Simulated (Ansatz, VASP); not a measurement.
Two plane-wave programs on MgO

```xyz
2
Lattice="0.0000 2.0319 2.0319 2.0319 0.0000 2.0319 2.0319 2.0319 0.0000" Properties=species:S:1:pos:R:3 pbc="T T T"
Mg    0.0000    0.0000    0.0000
O     2.0319    2.0319    2.0319
```

Change from the starting cell: volume scaled by 1.02, ions relaxed.

Alike in both runs: functional PBE; k mesh 13 × 13 × 13; occupations fermi-dirac, width 0.02 eV; no spin polarisation.

Ansatz relaxed the structure, and its values are those at the end. VASP's run is a single point on that final structure, the one shown.

|  | VASP | Ansatz |
| --- | --- | --- |
| version | VASP 6.6.1 | Ansatz 0.2.0 |
| potentials or method | VASP PAW PBE potentials, release 64 (Mg, O) | plane-wave PAW, scalar-relativistic |
| plane-wave cutoff (eV) | 600 | 420 |
| valence electrons in the cell | 8 | 16 |

VASP gave:

```
gap on the k mesh at the Fermi level (eV) : 5.85
pressure (GPa)                            : 26.1
```

**Question.** Which values does Ansatz return?

**Answer.** gap on the k mesh at the Fermi level (eV): 5.86; pressure (GPa): 27.1.

VASP's potentials hold 8 valence electrons a cell and Ansatz's 16, so a difference there can come from the potentials and not from the codes. Ansatz's warnings: stress scf threshold loose.
